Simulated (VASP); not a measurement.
Set up this calculation in VASP 6.6.1, as the native input.

```yaml
Task: single point
Functional: PBE
Potentials_or_basis: VASP PAW PBE potentials, release 64 (Be)
Cutoff: 520 eV
k_mesh: 11 × 11 × 15
Occupations: fermi-dirac, width 0.08 eV
Spin: no spin polarisation
Dipole_correction: no
Further_INCAR_settings: ALGO = Normal; EDIFF = 1e-06; NBANDS = 10
```

The structure of Be lies in POSCAR:

```
Be
1.0
    3.4795946607      0.0000000000      0.0000000000
   -1.7397973303      3.0134173710      0.0000000000
    0.0000000000      0.0000000000      2.1211303489
Be
3
Direct
    0.0000000000      0.0000000000      0.0000000000
    0.3333333333      0.6666666667      0.5000000000
    0.6666666667      0.3333333333      0.5000000000
```

This isn't the form of Be at room conditions, which is hcp.

These files were run (other wordings do the same):

INCAR

```
SYSTEM = Be
PREC = Accurate
ENCUT = 520
EDIFF = 1E-6
ISMEAR = -1
SIGMA = 0.08
LREAL = .FALSE.
LASPH = .TRUE.
NELM = 100
ALGO = Normal
ISIF = 2
LWAVE = .FALSE.
LCHARG = .FALSE.
GGA = PE
NBANDS = 10
```

KPOINTS

```
Automatic mesh
0
G
  11 11 15
  0 0 0
```

Potentials or basis: VASP PAW PBE potentials, release 64 (Be).

The run is started by

```bash
$ cat potpaw_PBE.64/Be/POTCAR > POTCAR
$ mpirun -np 1 vasp_std > vasp.out
```

It gave:

```json
{
  "Pressure": "11.2 GPa",
  "Band gap on the k mesh": "zero (bands 3 and 4 overlap by 5.05 eV)"
}
```

Caveat: the cell stands under pressure.

It took 25 s on 1 thread of Intel Xeon 8259CL, with other jobs on the host, peak memory 0.14 GiB.
